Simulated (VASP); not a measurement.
# MnO (P-6m2) in VASP: settings compared

The runs below take MnO through single point, with RPBE+D3(BJ), PBE.

All numbers are computed with VASP 6.6.1; they aren't measurements. Logs are shortened: lines on timing, memory, paths and dates and some standing lists are left out, and cuts for length are marked.

**1. The cell of the first run**

Symmetry: P-6m2, No. 187, hexagonal system. Conventional cell: a = 2.932 Å, b = 2.932 Å, c = 2.748 Å, α = 90.00°, β = 90.00°, γ = 120.00°. Within 2.9 Å of Mn (site symmetry -6m2) lie 6 O at 2.18 Å and 2 Mn at 2.75 Å. O (site symmetry -6m2) has 6 Mn at 2.18 Å and 2 O at 2.75 Å within 2.9 Å.

**2. Single point, RPBE+D3(BJ), collinear spin, ferromagnetic start**

The input, INCAR:

```
PREC     = Accurate       # precision mode
ENCUT    = 520            # plane-wave cutoff, eV
EDIFF    = 1E-7           # SCF threshold, eV
ISMEAR   = -1             # smearing method
SIGMA    = 0.05           # smearing width, eV
LREAL    = False          # projectors in reciprocal space
LASPH    = True           # aspherical terms in the spheres
NELM     = 150            # most SCF steps
ALGO     = Normal         # electronic algorithm
ISIF     = 2              # what is computed and relaxed
LWAVE    = False          # write WAVECAR
LCHARG   = False          # write CHGCAR
ISPIN    = 2              # spin polarisation
MAGMOM   = 4 0            # initial moments
LORBIT   = 11             # projections on sites
LMAXMIX  = 4              # l up to which the mixer works
GGA      = RP             # functional
IVDW     = 12             # dispersion correction
NBANDS   = 20             # bands
```

The input, KPOINTS:

```
regular mesh
0
Gamma
  10 10 9
```

The input, POSCAR:

```
MnO
1.0
    2.9321917339      0.0000000029      0.0000000000
   -1.4660958694      2.5393525289      0.0000000000
    0.0000000000      0.0000000000      2.7481528520
Mn O
1 1
Direct
    0.0000000000      0.0000000000      0.0000000000
    0.6666666667      0.3333333333      0.5000000000
```

Potentials or basis: VASP PAW PBE potentials, release 64 (Mn_pv, O).

Started as:

```sh
cat potpaw_PBE.64/Mn_pv/POTCAR potpaw_PBE.64/O/POTCAR > POTCAR
mpirun -np 1 vasp_std > vasp.out
```

OUTCAR:

```text
PREC = Accurate
   ENCUT = 520
   EDIFF = 1E-7
   ISMEAR = -1
   LREAL = False
   LASPH = True
   NELM = 150
   ISIF = 2
   ISPIN = 2
   LORBIT = 11
   GGA = RP
   IVDW = 12
 IVDW          = 12

 ion  position               nearest neighbor table
   1  0.000  0.000  0.000-   2 2.18   2 2.18   2 2.18   2 2.18   2 2.18   2 2.18
   2  0.667  0.333  0.500-   1 2.18   1 2.18   1 2.18   1 2.18   1 2.18   1 2.18

  LATTYP: Found a hexagonal cell.
 ALAT       =     2.9321917339
 C/A-ratio  =     0.9372350451

  Lattice vectors:

 A1 = (   2.9321917339,   0.0000000029,   0.0000000000)
 A2 = (  -1.4660958694,   2.5393525289,   0.0000000000)
 A3 = (   0.0000000000,   0.0000000000,   2.7481528520)

Analysis of symmetry for initial positions (statically):
=====================================================================
 Subroutine PRICEL returns:
 Original cell was already a primitive cell.

 Routine SETGRP: Setting up the symmetry group for a
 hexagonal supercell.

 Subroutine GETGRP returns: Found 12 space group operations
 (whereof 12 operations were pure point group operations)
 out of a pool of 24 trial point group operations.

The static configuration has the point symmetry D_3h.

Analysis of symmetry for dynamics (positions and initial velocities):
=====================================================================
 Subroutine PRICEL returns:
 Original cell was already a primitive cell.

 Routine SETGRP: Setting up the symmetry group for a
 hexagonal supercell.

 Subroutine GETGRP returns: Found 12 space group operations
 (whereof 12 operations were pure point group operations)
 out of a pool of 24 trial point group operations.

The dynamic configuration has the point symmetry D_3h.

Analysis of structural, dynamic, and magnetic symmetry:
=====================================================================
 Subroutine PRICEL returns:
 Original cell was already a primitive cell.

 Routine SETGRP: Setting up the symmetry group for a
 hexagonal supercell.

 Subroutine GETGRP returns: Found 12 space group operations
 (whereof 12 operations were pure point group operations)
 out of a pool of 24 trial point group operations.

The overall configuration has the point symmetry D_3h.

 Subroutine INISYM returns: Found 12 space group operations
 (whereof 12 operations are pure point group operations),
[... 112 lines left out ...]
   EFERMI_NEDOS =   21; number of points for ismear=-14 and -15
   IALGO  =     38    algorithm
   IMIX   =      4    mixing-type and parameters
     AMIX     =   0.40;   BMIX     =  1.00
     AMIX_MAG =   1.60;   BMIX_MAG =  1.00
  volume/ion in A,a.u.               =      10.23        69.04
  Fermi-wavevector in a.u.,A,eV,Ry     =   1.597131  3.018140 34.706126  2.550828
  Thomas-Fermi vector in A             =   2.694786
   LORBIT       =     11    0 simple, 1 ext, 2 COOP (PROOUT), +10 PAW based schemes
   GGA     = RP    functional components
   LHFCALC =     F    Hartree Fock is set to
   AEXX    =    0.0000 exact exchange contribution
   IVDW    =    12    specifies the selected vdW correction
   LEPSILON=     F    determine dielectric tensor
   LRPA    =     F    only Hartree local field effects (RPA)
 spin polarized calculation
  energy-cutoff  :      520.00
  volume of cell :       20.46
 maximum number of plane-waves:       574
 NGX is ok and might be reduce to    24
   NGX = 11   NGY = 11   NGZ = 11

 number of electron      18.9999998 magnetization       4.5434003

 Free energy of the ion-electron system (eV)
  ---------------------------------------------------
  ext. energy  EPLUGINS =         0.00000000
  ---------------------------------------------------
  free energy    TOTEN  =       -15.20624911 eV

  energy without entropy =      -15.19610751  energy(sigma->0) =      -15.20117831

 E-fermi :   8.1909     XC(G=0): -12.0691

 val. band max:        8.1864972668   @ k =   0.4000   0.1000   0.0000
 cond. band min:       8.2469765221   @ k =   0.3000   0.3000   0.1111
 fundamental gap:      0.0604792553
 Fermi energy:         8.1908929990

 spin component 1

 k-point     1 :       0.0000    0.0000    0.0000
  band No.  band energies     occupation
      1     -42.0941      1.00000
      2     -42.0941      1.00000
      3     -41.8776      1.00000
      4     -12.3664      1.00000
      5       2.9760      1.00000
      6       2.9760      1.00000
[... 541 lines left out ...]
     19      32.0196      0.00000
     20      34.2047      0.00000

 [... further k-points ...]

 spin component 2

 k-point     1 :       0.0000    0.0000    0.0000
  band No.  band energies     occupation
      1     -37.5761      1.00000
      2     -37.5761      1.00000
      3     -37.5009      1.00000
      4     -11.9625      1.00000
      5       4.2513      1.00000
      6       4.2513      1.00000
[... 541 lines left out ...]
     19      33.3604      0.00000
     20      35.3909      0.00000

 [... further k-points ...]

------------------------ aborting loop because EDIFF is reached ----------------------------------------

 Edisp (eV)   -1.72956

 E8    (eV) :    -1.0424

  FORCE on cell =-STRESS in cart. coord.  units (eV):
  Direction    XX          YY          ZZ          XY          YZ          ZX
  --------------------------------------------------------------------------------------
  -------------------------------------------------------------------------------------
  Total       0.04138     0.04138     0.05483     0.00000     0.00000    -0.00000
  in kB       3.23973     3.23973     4.29282     0.00000     0.00000    -0.00000
  external pressure =        3.59 kB  Pullay stress =        0.00 kB

 VOLUME and BASIS-vectors are now :
 -----------------------------------------------------------------------------
  energy-cutoff  :      520.00
  volume of cell :       20.46
      direct lattice vectors                 reciprocal lattice vectors
     2.932191734  0.000000003  0.000000000     0.341041818  0.196900586  0.000000000
    -1.466095869  2.539352529  0.000000000    -0.000000000  0.393801171  0.000000000
     0.000000000  0.000000000  2.748152852     0.000000000  0.000000000  0.363880779

 POSITION                                       TOTAL-FORCE (eV/Angst)
 -----------------------------------------------------------------------------------
      0.00000      0.00000      0.00000        -0.000000      0.000000      0.000000
      1.46610      0.84645      1.37408         0.000000     -0.000000      0.000000
 -----------------------------------------------------------------------------------
    total drift:                                0.000000     -0.000000      0.000000

  FREE ENERGIE OF THE ION-ELECTRON SYSTEM (eV)
  ---------------------------------------------------
  free  energy   TOTEN  =       -16.9358129773 eV

  energy  without entropy=      -16.9256713814  energy(sigma->0) =      -16.93074218

 total charge

# of ion       s       p       d       tot
------------------------------------------
    1        0.218   6.211   5.013  11.442
    2        1.569   3.441   0.000   5.010
--------------------------------------------------
tot          1.787   9.653   5.013  16.452

 magnetization (x)

# of ion       s       p       d       tot
------------------------------------------
    1        0.030   0.041   4.056   4.127
    2        0.028   0.148   0.000   0.175
--------------------------------------------------
tot          0.057   0.189   4.056   4.303
```

stdout:

```text
POSCAR found type information on POSCAR MnO
 POSCAR found :  2 types and       2 ions
 scaLAPACK will be used
 -----------------------------------------------------------------------------
|                                                                             |
|                                                                             |
|     You enforced a specific xc type in the INCAR file but a different       |
|     I HOPE YOU KNOW WHAT YOU ARE DOING!                                     |
|                                                                             |
 -----------------------------------------------------------------------------

 LDA part: xc-table for (Slater+PW92), standard interpolation
 POSCAR, INCAR and KPOINTS ok, starting setup
 FFT: planning ... GRIDC
 FFT: planning ... GRID_SOFT
 FFT: planning ... GRID
 WAVECAR not read
 entering main loop
```

Wall time 28 s (1 thread of Intel Xeon Platinum 8488C (Sapphire Rapids), shared host); peak memory 0.18 GiB.

Results:

```yaml
Free_energy: -16.9358 eV
Pressure: 0.4 GPa
Net_moment: 4.54 μB per cell
Site_moments: Mn +4.13; O +0.17 μB
Valence_electrons_inside_the_program's_atomic_spheres: Mn 11.44; O 5.01
Dispersion_energy_per_atom: -0.865 eV
```

Caveat: the PAW data sets were made with another functional, which shifts forces and pressure a little; a cell with one magnetic atom can't hold antiferromagnetic order, which such compounds often take; semilocal functionals often make such compounds metallic where correlation or magnetic order opens a gap, which also shifts bond lengths; pairwise dispersion overbinds metals, which lowers pressure and volume. With open d or f shells a metallic result of RPBE can be an artefact of self-interaction; +U or a hybrid may open a gap.

**3. Single point, PBE, collinear spin, ferromagnetic start**

This run uses another cell than the first one, of 10.40 Å³/atom, 1.017 times its volume.

The input, INCAR:

```
SYSTEM = MnO
PREC = Accurate ; ENCUT = 520
EDIFF = 1E-7 ; ISMEAR = -1
SIGMA = 0.05 ; LREAL = .False.
LASPH = .True. ; NELM = 150
ALGO = Normal ; ISIF = 2
LWAVE = .False. ; LCHARG = .False.
ISPIN = 2 ; MAGMOM = 4 0
LORBIT = 11 ; LMAXMIX = 4
GGA = PE ; NBANDS = 20
```

The input, KPOINTS:

```
Automatic mesh
0
Gamma
  10 10 9
  0 0 0
```

The input, POSCAR:

```
MnO
1.0
    2.9088671475      0.0000000000      0.0000000000
   -1.4544335786      2.5191528418      0.0000000000
    0.0000000000      0.0000000000      2.8389102210
Mn O
1 1
Direct
    0.0000000000      0.0000000000      0.0000000000
    0.6666666667      0.3333333333      0.5000000000
```

Potentials or basis: VASP PAW PBE potentials, release 64 (Mn_pv, O).

Started as:

```sh
cat potpaw_PBE.64/Mn_pv/POTCAR potpaw_PBE.64/O/POTCAR > POTCAR
mpirun -np 1 vasp_std > vasp.out
```

Run time: 28 s. Hardware: 1 thread of Intel Xeon Platinum 8488C (Sapphire Rapids), shared host; peak memory 0.18 GiB.

It converged, with:

```yaml
Free_energy: -15.9656 eV
Pressure: 4.6 GPa
Net_moment: 4.49 μB per cell
Site_moments: Mn +4.09; O +0.17 μB
Valence_electrons_inside_the_program's_atomic_spheres: Mn 11.43; O 4.98
```

Stress tensor (GPa, compression positive):
```
 9.25  0.00  0.00
 0.00  9.25  0.00
 0.00  0.00 -4.75
```

Levels at points of the mesh, in eV from the Fermi level:
Spin up:
```
           k point  band 9  band 10  band 11  band 12  band 13  band 14  band 15  band 16
(0.00, 0.00, 0.00)   -1.75    -1.75    -0.81    -0.81    -0.10    13.59    15.40    15.40
(0.50, 0.00, 0.00)   -1.94    -1.49    -1.41    -0.05     4.52     8.04    13.86    15.80
```
Spin down:
```csv
k point,band 4,band 5,band 6,band 7,band 8,band 9,band 10,band 11
"(0.00, 0.00, 0.00)",-19.84,-3.58,-3.58,-3.51,-1.01,1.52,2.24,2.24
"(0.50, 0.00, 0.00)",-18.81,-7.14,-4.00,-3.60,-0.56,2.10,2.26,2.66
```

Caveat: a cell with one magnetic atom can't hold antiferromagnetic order, which such compounds often take; semilocal functionals often make such compounds metallic where correlation or magnetic order opens a gap, which also shifts bond lengths.

**4. Single point, PBE, collinear spin, ferromagnetic start**

This run uses another cell than the first one, of 10.62 Å³/atom, 1.038 times its volume.

The input, INCAR:

```
SYSTEM = MnO
ALGO = Normal
EDIFF = 1E-6
ENCUT = 520
GGA = PE
ISIF = 2
ISMEAR = -1
ISPIN = 2
LASPH = .TRUE.
LCHARG = .TRUE.
LELF = .TRUE.
LMAXMIX = 4
LORBIT = 11
LREAL = .FALSE.
LVHAR = .TRUE.
LWAVE = .FALSE.
MAGMOM = 4 0
NBANDS = 20
NELM = 150
PREC = Accurate
SIGMA = 0.05
```

The input, KPOINTS:

```
k-points
0
G
  10 10 9
  0 0 0
```

The input, POSCAR:

```
MnO
1.0
    2.9293528023      0.0000000000      0.0000000000
   -1.4646764061      2.5368939393      0.0000000000
    0.0000000000      0.0000000000      2.8589032052
Mn O
1 1
Direct
    0.0000000000      0.0000000000      0.0000000000
    0.6666666667      0.3333333333      0.5000000000
```

Started as:

```sh
cat potpaw_PBE.64/Mn_pv/POTCAR potpaw_PBE.64/O/POTCAR > POTCAR
mpirun -np 1 vasp_std > vasp.out
```

Wall time 27 s (1 thread of Intel Xeon Platinum 8488C (Sapphire Rapids), shared host); peak memory 0.17 GiB.

The run converged. Its results:

* Free energy: -15.9761 eV
* Pressure: 2.4 GPa
* Net moment: 4.59 μB per cell
* Site moments: Mn +4.16; O +0.18 μB
* Valence electrons inside the program's atomic spheres: Mn 11.40; O 4.97

Stress tensor (GPa, compression positive):
```
 7.40  0.00  0.00
 0.00  7.40  0.00
 0.00  0.00 -7.52
```

Levels at points of the mesh, in eV from the Fermi level:
Spin up:
```
           k point  band 8  band 9  band 10  band 11  band 12  band 13  band 14  band 15  band 16  band 17
(0.00, 0.00, 0.00)   -3.79   -1.80    -1.80    -0.83    -0.83    -0.22    13.47    15.21    15.21    16.80
(0.50, 0.00, 0.00)   -3.89   -1.98    -1.55    -1.47    -0.10     4.40     7.83    13.72    15.51    16.16
```
Spin down:
```csv
k point,band 4,band 5,band 6,band 7,band 8,band 9,band 10,band 11
"(0.00, 0.00, 0.00)",-19.64,-3.45,-3.45,-3.39,-0.89,1.47,2.26,2.26
"(0.50, 0.00, 0.00)",-18.64,-6.95,-3.86,-3.47,-0.45,2.13,2.28,2.66
```

Caveat: a cell with one magnetic atom can't hold antiferromagnetic order, which such compounds often take; semilocal functionals often make such compounds metallic where correlation or magnetic order opens a gap, which also shifts bond lengths.

(Continued in part 2 of 2.)
